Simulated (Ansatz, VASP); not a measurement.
**Two plane-wave programs on Zn4As3O**

```
O Zn As
1.0
     1.97368    3.41851    0.00000
    -1.97368    3.41851    0.00000
     0.00000   -2.27901   10.47177
O Zn As
1 4 3
Direct
  0.50000 0.50000 0.50000
  0.08839 0.08839 0.26517
  0.91161 0.91161 0.73483
  0.29187 0.29187 0.87560
  0.70813 0.70813 0.12440
  0.20730 0.20730 0.62191
  0.79270 0.79270 0.37809
  0.00000 0.00000 0.00000
```

Alike in both runs: functional PBE; k mesh 5 × 5 × 5; occupations methfessel-paxton of order 1, width 0.05 eV; no spin polarisation.

Ansatz relaxed the structure, and its values are those at the end. VASP's run is a single point on that final structure, the one shown.

```csv
,VASP,Ansatz
version,VASP 6.6.1,Ansatz 0.2.0
potentials or method,"VASP PAW PBE potentials, release 64 (O, Zn, As), cutoff 520 eV",PAW plane waves
valence electrons in the cell,69,99
```

```csv
,VASP,Ansatz,Ansatz less VASP
gap on the k mesh at the Fermi level (eV),none,none,-
pressure (GPa),0.2,0.0,-0.20
rms of the force components (eV/Å),0.009,0.000,-0.0089
```

A gap of «none» marks a metal or a gap that the smearing closes. VASP's potentials hold 69 valence electrons a cell and Ansatz's 99, so a difference there can come from the potentials and not from the codes. Ansatz's warnings: structure snapped to symmetry.

The k mesh is coarse, so the values compare programs but aren't converged.
